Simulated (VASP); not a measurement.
Wanted: the native input for a VASP 6.6.1 run.

```yaml
Task: single point
Functional: LDA
Potentials_or_basis: VASP PAW LDA potentials, release 64 (Bi_d)
Cutoff: 520 eV
k_mesh: 16 × 16 × 16
Occupations: fermi-dirac, width 0.1 eV
Spin: no spin polarisation
Dipole_correction: no
Further_INCAR_settings: ALGO = Normal; EDIFF = 1e-06; NBANDS = 14
```

The structure of Bi lies in POSCAR:

```
Bi
1.0
   -1.7521228356      1.7521228356      1.7521228356
    1.7521228356     -1.7521228356      1.7521228356
    1.7521228356      1.7521228356     -1.7521228356
Bi
1
Direct
    0.0000000000      0.0000000000      0.0000000000
```

These files were run (other wordings do the same):

INCAR

```
SYSTEM = Bi
ALGO = Normal ; EDIFF = 1E-6
ENCUT = 520 ; ISIF = 2
ISMEAR = -1 ; LASPH = .True.
LCHARG = .False. ; LREAL = .False.
LWAVE = .False. ; NBANDS = 14
NELM = 60 ; PREC = Accurate
SIGMA = 0.1
```

KPOINTS

```
k-points
0
Gamma
  16 16 16
  0 0 0
```

Potentials or basis: VASP PAW LDA potentials, release 64 (Bi_d).

Run with:

```bash
$ cat potpaw_LDA.64/Bi_d/POTCAR > POTCAR
$ mpirun -np 1 vasp_std > vasp.out
```

It gave:

The pressure is 41.2 GPa.

Run time: 9.3 s on 1 thread of Intel(R) Xeon(R) 6975P-C (Granite Rapids) (shared host), peak memory 0.15 GiB.
